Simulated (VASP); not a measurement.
Here is a VASP 6.6.1 calculation.

INCAR

```
ALGO = Normal ; EDIFF = 1E-6
ENCUT = 500 ; GGA = CA
GGA_COMPAT = False ; ISIF = 2
ISMEAR = -1 ; ISYM = 0
LASPH = True ; LCHARG = False
LREAL = False ; LWAVE = False
NBANDS = 18 ; NELM = 120
PREC = Accurate ; SIGMA = 0.05
```

File KPOINTS:

```
k-points
0
Gamma
  11 11 14
```

Contents of POSCAR:

```
Si2W
1.0
   -1.6006287224      1.6006287224      3.9268226440
    1.6006287224     -1.6006287224      3.9268226440
    1.6006287224      1.6006287224     -3.9268226440
Si W
2 1
Direct
    0.3330000000      0.3330000000      0.0000000000
    0.6670000000      0.6670000000      0.0000000000
    0.0000000000      0.0000000000      0.0000000000
```

Potentials or basis: VASP PAW LDA potentials, release 64 (Si, W_sv).

Launch:

```sh
$ cat potpaw_LDA.64/Si/POTCAR potpaw_LDA.64/W_sv/POTCAR > POTCAR
$ mpirun -np 1 vasp_std > vasp.out
```

(1) Estimate the largest force.

(2) What does it give for the pressure?

(3) What does it give for the band gap on the k mesh?

Results:

(1) 0.296 eV/Å.

(2) -4.4 GPa.

(3) zero (bands 11 and 12 overlap by 1.27 eV).

Caveat: the cell stands under tension; spin-orbit coupling is left out, which moves the levels of the heavy elements.
